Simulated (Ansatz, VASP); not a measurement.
## Ta2C in VASP and in Ansatz

```
Ta C
1.0
     3.09530    0.00000    0.00000
    -1.54765    2.68061    0.00000
     0.00000    0.00000    4.79805
Ta C
2 1
Direct
  0.33333 0.66667 0.25288
  0.66667 0.33333 0.74712
  0.00000 0.00000 0.00000
```

Change from the starting cell: strain +0.000 along x and y, -0.025 along z, atoms carried along.

Alike in both runs: task single point; functional PBEsol; k mesh 18 × 18 × 10; occupations gaussian, width 0.15 eV; no spin polarisation.

|  | VASP | Ansatz |
| --- | --- | --- |
| version | VASP 6.6.1 | Ansatz 0.2.0 |
| potentials or method | VASP PAW PBE potentials, release 64 (Ta_pv, C), cutoff 520 eV | scalar-relativistic, plane waves, PAW |
| valence electrons in the cell | 26 | 30 |

```tsv
	VASP	Ansatz	Ansatz less VASP
gap on the k mesh at the Fermi level (eV)	none	none	-
pressure (GPa)	8.6	8.0	-0.60
traceless stress, the component that is largest in VASP (GPa)	6.75	6.79	+0.041
rms of the force components (eV/Å)	0.155	0.131	-0.0243
```

VASP's potentials were made for PBE, not for PBEsol. Atom by atom the forces differ by 0.024 eV/Å (rms over components). A gap of «none» marks a metal or a gap that the smearing closes. With one functional, cell and mesh, what is left measures potentials, basis and numerics. VASP's potentials hold 26 valence electrons a cell and Ansatz's 30, so a difference there can come from the potentials and not from the codes.

Spin-orbit coupling is off throughout.
